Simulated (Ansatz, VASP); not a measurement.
This is a calculation of CdS for VASP 6.6.1.

File POSCAR:

```
CdS
1.0
    4.1500000000      0.0000000000      0.0000000000
   -2.0750000000      3.5940054257      0.0000000000
    0.0000000000      0.0000000000      6.7370000000
Cd S
2 2
Direct
    0.6666666667      0.3333333333      0.5000000000
    0.3333333333      0.6666666667      0.0000000000
    0.6666666667      0.3333333333      0.8750000000
    0.3333333333      0.6666666667      0.3750000000
```

The input INCAR.step1:

```
  PREC = Accurate
  ENCUT = 520
  EDIFF = 1E-5
  ISMEAR = -1
  SIGMA = 0.05
  LREAL = F
  LASPH = T
  NELM = 80
  ALGO = Normal
  ISIF = 2
  LWAVE = T
  NBANDS = 26
  GGA = PE
```

INCAR.step2

```
  PREC = Accurate
  ENCUT = 520
  EDIFF = 1E-7
  ISMEAR = -1
  SIGMA = 0.05
  LREAL = F
  LASPH = T
  NELM = 80
  ALGO = Normal
  ISIF = 2
  LWAVE = F
  LCHARG = T
  GGA = PE
  LHFCALC = T
  AEXX = 0.15
  HFSCREEN = 0.2
  PRECFOCK = Normal
  LELF = T
  LVHAR = T
  NBANDS = 26
  ISTART = 1
```

Contents of KPOINTS:

```
Automatic mesh
0
Gamma
  4 4 2
```

Potentials or basis: VASP PAW PBE potentials, release 64 (Cd, S).

The run is started by

```sh
$ cat potpaw_PBE.64/Cd/POTCAR potpaw_PBE.64/S/POTCAR > POTCAR
$ cp INCAR.step1 INCAR
$ mpirun -np 1 vasp_std > vasp.out
$ cp INCAR.step2 INCAR
$ mpirun -np 1 vasp_std > vasp.out
```

Translate it to Ansatz 0.2.0. Potentials there: Ansatz PAW.

As run (the cutoff follows the program's own potentials):

input.yaml

```yaml
crystal:
  lattice:
    - [4.15, 0.0, 0.0]
    - [-2.075, 3.5940054257, 0.0]
    - [0.0, 0.0, 6.737]
  atoms:
    - { symbol: Cd, position: [0.6666666667, 0.3333333333, 0.5] }
    - { symbol: Cd, position: [0.3333333333, 0.6666666667, 0.0] }
    - { symbol: S, position: [0.6666666667, 0.3333333333, 0.875] }
    - { symbol: S, position: [0.3333333333, 0.6666666667, 0.375] }
hamiltonian:
  xc: { exchange: pbe, correlation: pbe, exx: { coeff: 0.15, omega: 0.2 } }
  pseudopotentials: { kind: paw }
kpoints:
  mp_grid: { grid: [4, 4, 2] }
scf:
  occupations: { method: fermi_dirac, width: 0.05 }
output:
  forces: true
  stress: true
  eigenvalues: true
```

Potentials or basis: Ansatz PAW.

Launch:

```sh
$ ansatz run input.yaml --threads 2 --pin off --max-ram 5632MiB --backend cpu --events-out ev --progress --plain --runs-dir out
```

Both were run:

|  | VASP | Ansatz | Ansatz less VASP |
| --- | --- | --- | --- |
| gap on the k mesh at the Fermi level (eV) | 1.82 | 1.81 | -0.004 |
| least direct gap on the mesh (eV) | 1.82 | 1.81 | -0.004 |
| pressure (GPa) | 1.7 | 1.4 | -0.33 |
| traceless stress, the component that is largest in VASP (GPa) | 0.27 | 0.26 | -0.007 |
| rms of the force components (eV/Å) | 0.035 | 0.034 | -0.0007 |

VASP's potentials were made for PBE, not for PBE-based screened hybrid. Atom by atom the forces differ by 0.001 eV/Å (rms over components). VASP's potentials hold 36 valence electrons a cell and Ansatz's 52, so a difference there can come from the potentials and not from the codes.

The k mesh is coarse, so the values compare programs but aren't converged.
